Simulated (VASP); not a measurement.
Runs of VASP 6.6.1 on Tl. The structure is that of space group Pm-3m (No. 221), or close to it. The cells are those of the table. 

| cell | gap on the mesh (eV) | pressure (GPa) |
| --- | --- | --- |
| a = 3.172 Å, 1 atom | none | 3.2 |
| a = 3.265 Å, 1 atom | none | 0.8 |
| a = 3.310 Å, 1 atom | none | 0.0 |
| a = 3.396 Å, 1 atom | none | (a) |
| a = 3.354 Å, 1 atom | none | -0.6 |
| a = 3.437 Å, 1 atom | none | (b) |

Alike in all rows: task single point; level revPBE; potentials or basis VASP PAW PBE potentials, release 64 (Tl_d); no spin polarisation; k mesh 11 × 11 × 11; cutoff (eV) 520; smearing fermi-dirac 0.1 eV.

Estimate the missing entries.

(a) -1.1; (b) -1.5.

Caveats: the PAW data sets were made with another functional, which shifts forces and pressure a little; spin-orbit coupling is left out, which moves the levels of the heavy elements.

A k mesh can miss the band edges, and the runs leave out spin-orbit coupling on Tl.

A gap of «none» marks levels without a gap at the run's occupations.
